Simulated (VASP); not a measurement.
**H14CO8: single point with PBE+D3(BJ)**

H14CO8:

```
O H C
1.0
     6.44169    0.00000    0.00000
     0.00000    6.44169    0.00000
     0.00000    0.00000    6.44169
O H C
8 14 1
Direct
  0.55835 0.12276 0.68966
  0.07517 0.97251 0.32411
  0.25796 0.50150 0.26636
  0.86581 0.60135 0.43256
  0.41418 0.73083 0.98926
  0.23023 0.21819 0.97375
  0.79977 0.64918 0.00118
  0.91692 0.91608 0.79937
  0.64405 0.98961 0.67324
  0.66093 0.22486 0.67652
  0.12397 0.07882 0.22500
  0.15657 0.97392 0.44841
  0.12324 0.53778 0.33553
  0.22607 0.39244 0.16007
  0.92094 0.73482 0.42084
  0.79431 0.59435 0.29963
  0.40275 0.86993 0.04747
  0.36273 0.62938 0.10862
  0.13071 0.14085 0.89405
  0.36549 0.18056 0.90119
  0.63047 0.69216 0.98651
  0.10636 0.72576 0.94221
  0.94387 0.76856 0.91991
```

| Property | Result |
| --- | --- |
| Program | VASP 6.6.1 |
| Task | single point |
| Functional | PBE |
| Dispersion | D3(BJ) |
| Potentials or basis | VASP PAW PBE potentials, release 64 (O, H, C) |
| Cutoff | 520 eV |
| k mesh | 1 × 1 × 1 |
| Occupations | fermi-dirac, width 0.05 eV |
| Spin | no spin polarisation |

```yaml
Pressure: 0.2 GPa
Largest_force: 3.000 eV/Å
Band_gap_on_the_k_mesh: 4.73 eV
Dispersion_energy_per_atom: -0.034 eV
```

Forces on the atoms (eV/Å):
```
O   -0.867 -2.872 -0.044
O   -0.576 -0.058 -0.819
O   -0.068 -0.437 -0.203
O   -0.701 -2.149  0.232
O    0.833 -0.483  0.099
O    1.625 -0.397 -0.139
O   -0.288  0.325  0.136
O   -0.344  0.356  0.064
H   -0.827  1.498  0.563
H    1.375  1.645 -0.222
H    0.179 -0.299  0.547
H    0.597  0.492  0.455
H    0.286 -0.157 -0.298
H   -0.052  0.184  0.479
H    0.909  2.601  0.122
H   -0.130 -0.406 -0.240
H   -0.105  0.046  0.095
H   -0.379  0.726  0.038
H   -1.038 -0.429 -0.594
H   -0.639  0.478  0.192
H    0.498  0.185 -0.307
H    0.424 -0.638  0.752
C   -0.709 -0.211 -0.905
```

Stress tensor (GPa, compression positive):
```
-0.73  1.29  2.01
 1.29  1.66 -0.07
 2.01 -0.07 -0.23
```

Levels at points of the mesh, in eV from the valence-band top:
| k point | band 31 | band 32 | band 33 | band 34 | band 35 | band 36 |
| --- | --- | --- | --- | --- | --- | --- |
| (0.00, 0.00, 0.00) | -0.53 | -0.46 | 0.00 | 4.73 | 5.22 | 7.81 |

Wall time 45 s on 1 thread of Intel(R) Xeon(R) Platinum 8259CL CPU @ 2.50GHz (Skylake/Cascade Lake) (shared host), peak memory 0.3 GiB.

Caveat: the k points lie up to 0.98 Å⁻¹ apart.
